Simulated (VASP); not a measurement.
Wanted: the native input for a VASP 6.6.1 run.

```yaml
Task: single point
Functional: LDA
Potentials_or_basis: VASP PAW LDA potentials, release 64 (Cs_sv, H)
Cutoff: 520 eV
k_mesh: 6 × 6 × 6
Occupations: gaussian, width 0.02 eV
Spin: no spin polarisation
Dipole_correction: no
Further_INCAR_settings: ALGO = Normal; EDIFF = 1e-06; NBANDS = 18
```

The structure of CsH lies in POSCAR:

```
CsH
1.0
    3.0503724923      3.0503724923      0.0000000000
   -3.0503724923      3.0503724923      0.0000000000
    0.0000000000      0.0000000000      5.9801917328
Cs H
2 2
Direct
    0.0000000000      0.0000000000      0.0000000000
    0.5000000000      0.5000000000      0.5000000000
    0.5000000000      0.5000000000      0.0000000000
    0.0000000000      0.0000000000      0.5000000000
```

The input as run:

INCAR

```
SYSTEM = CsH
PREC = Accurate
ENCUT = 520
EDIFF = 1E-6
ISMEAR = 0
SIGMA = 0.02
LREAL = .FALSE.
LASPH = .TRUE.
NELM = 60
ALGO = Normal
ISIF = 2
LWAVE = .FALSE.
LCHARG = .FALSE.
GGA = CA
NBANDS = 18
```

KPOINTS

```
Automatic mesh
0
G
  6 6 6
  0 0 0
```

Potentials or basis: VASP PAW LDA potentials, release 64 (Cs_sv, H).

Run with:

```sh
$ cat potpaw_LDA.64/Cs_sv/POTCAR potpaw_LDA.64/H/POTCAR > POTCAR
$ mpirun -np 1 vasp_std > vasp.out
```

Results of the run:

```json
{
  "Pressure": "0.3 GPa",
  "Band gap on the k mesh": "1.69 eV"
}
```

Caveat: spin-orbit coupling is left out, which moves the levels of the heavy elements.

Wall time 66 s on 1 thread of Intel Xeon 8259CL, with other jobs on the host, peak memory 0.22 GiB.
